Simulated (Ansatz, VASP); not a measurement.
## One calculation of SnO2, two programs

INCAR

```
SYSTEM = SnO2
  ALGO = Normal
  EDIFF = 1E-6
  ENCUT = 520
  GGA = PS
  ISIF = 2
  ISMEAR = 0
  IVDW = 13
  LASPH = .TRUE.
  LCHARG = .FALSE.
  LREAL = .FALSE.
  LWAVE = .FALSE.
  NBANDS = 35
  NELM = 100
  PREC = Accurate
  SIGMA = 0.01
```

The input KPOINTS:

```
k-points
0
G
  6 6 8
  0 0 0
```

POSCAR

```
SnO2
1.0
    4.7380000000      0.0000000000      0.0000000000
    0.0000000000      4.7380000000      0.0000000000
    0.0000000000      0.0000000000      3.1865000000
Sn O
2 4
Direct
    0.0000000000      0.0000000000      0.0000000000
    0.5000000000      0.5000000000      0.5000000000
    0.3071000000      0.3071000000      0.0000000000
    0.1929000000      0.8071000000      0.5000000000
    0.6929000000      0.6929000000      0.0000000000
    0.8071000000      0.1929000000      0.5000000000
```

Input for Ansatz:

```yaml
crystal:
  lattice:
    a: 4.738
    b: 4.738
    c: 3.1865
    alpha: 90.0
    beta: 90.0
    gamma: 90.0
  space_group: 136
  setting:
    hermann_mauguin: P42/mnm
  atoms:
    - { symbol: Sn, position: [0.0, 0.0, 0.0] }
    - { symbol: O, position: [0.3071, 0.3071, 0.0] }
basis:
  ecutwfc: 550.0
kpoints:
  mp_grid:
    grid: [6, 6, 8]
hamiltonian:
  xc: pbesol
  dispersion: d4
scf:
  occupations:
    method: fixed
output:
  forces: true
  stress: true
```

Alike in both runs: task single point; functional PBEsol; dispersion D4; k mesh 6 × 6 × 8; no spin polarisation.

```csv
,VASP,Ansatz
version,VASP 6.6.1,Ansatz 0.2.0
potentials or method,"VASP PAW PBE potentials, release 64 (Sn_d, O), cutoff 520 eV","plane waves, PAW"
occupations,"gaussian, width 0.01 eV",fixed
valence electrons in the cell,52,52
```

|  | VASP | Ansatz | Ansatz less VASP |
| --- | --- | --- | --- |
| pressure (GPa) | 3.4 | 2.7 | -0.68 |
| traceless stress, the component that is largest in VASP (GPa) | 1.49 | 1.22 | -0.265 |
| rms of the force components (eV/Å) | 0.106 | 0.097 | -0.0093 |

VASP's potentials were made for PBE, not for PBEsol. Atom by atom the forces differ by 0.009 eV/Å (rms over components).
